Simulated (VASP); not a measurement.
SrCl2, 3 atoms in the cell. It takes space group Fm-3m (No. 225, cubic). The conventional cell has a = 6.977 Å, b = 6.977 Å, c = 6.977 Å, α = 90.00°, β = 90.00°, γ = 90.00°. Within 4.0 Å of Sr (site symmetry m-3m) lie 8 Cl at 3.02 Å. Within 4.0 Å of Cl (site symmetry -43m) lie 4 Sr at 3.02 Å and 6 Cl at 3.49 Å. 

- Program: VASP 6.6.1
- Task: single point
- Functional: LDA
- Potentials or basis: VASP PAW LDA potentials, release 64 (Sr_sv, Cl)
- Cutoff: 500 eV
- k mesh: 5 × 5 × 5
- Occupations: gaussian, width 0.01 eV
- Spin: no spin polarisation
- Dipole correction: no
- Further INCAR settings: ALGO = Normal; EDIFF = 1e-06; NBANDS = 19

Potentials or basis: VASP PAW LDA potentials, release 64 (Sr_sv, Cl).

The run is started by

```console
$ cat potpaw_LDA.64/Sr_sv/POTCAR potpaw_LDA.64/Cl/POTCAR > POTCAR
$ mpirun -np 1 vasp_std > vasp.out
```

Hardware: 1 thread of Intel Xeon 8259CL, with other jobs on the host.

Problem. How long does it take, and how much memory?

Solution. Wall time 20 s on 1 thread of Intel Xeon 8259CL (shared host), peak memory 0.17 GiB. Counts: scf iterations 13, k points 10.
